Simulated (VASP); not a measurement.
WC (Qusongite):

```
W C
1.0
     2.90650    0.00000    0.00000
    -1.45325    2.51710    0.00000
     0.00000    0.00000    2.83660
W C
1 1
Direct
  0.00000 0.00000 0.00000
  0.66667 0.33333 0.50000
```

* Program: VASP 6.6.1
* Task: relaxation of cell and atoms
* Functional: PBEsol
* Dispersion: D3(BJ)
* Potentials or basis: VASP PAW PBE potentials, release 64 (W_sv, C)
* Cutoff: 600 eV
* k mesh: 10 × 10 × 9
* Occupations: fermi-dirac, width 0.05 eV
* Spin: no spin polarisation

At the start: pressure -9.4 GPa; volume 10.38 Å³/atom.

How do energy, volume and symmetry change on relaxing?

Over 9 steps the energy falls by 7.0 meV/atom and the volume is 10.14 Å³/atom (-2.3 %); space group P-6m2 (No. 187, to 0.05 Å).

The path:
```
step  energy change (eV)  largest force (eV/Å)  pressure (GPa)  volume (Å³)
   1              0.0000                0.0000           -9.36        20.75
   2              0.1129                0.0000           32.80        18.99
   3             -0.0139                0.0000           -0.30        20.30
   4             -0.0139                0.0000           -0.06        20.29
   5             -0.0139                0.0000            0.14        20.28
   6             -0.0139                0.0000            0.22        20.27
   7             -0.0140                0.0000            0.18        20.27
   8             -0.0140                0.0000           -0.36        20.30
   9             -0.0140                0.0000            0.00        20.28
```

Final structure:
```
W C
1.0
     2.88400    0.00000    0.00000
    -1.44200    2.49762    0.00000
     0.00000    0.00000    2.81568
W C
1 1
Direct
  0.00000 0.00000 0.00000
  0.66667 0.33333 0.50000
```

Caveat: the PAW data sets were made with another functional, which shifts forces and pressure a little; pairwise dispersion overbinds metals, which lowers pressure and volume.
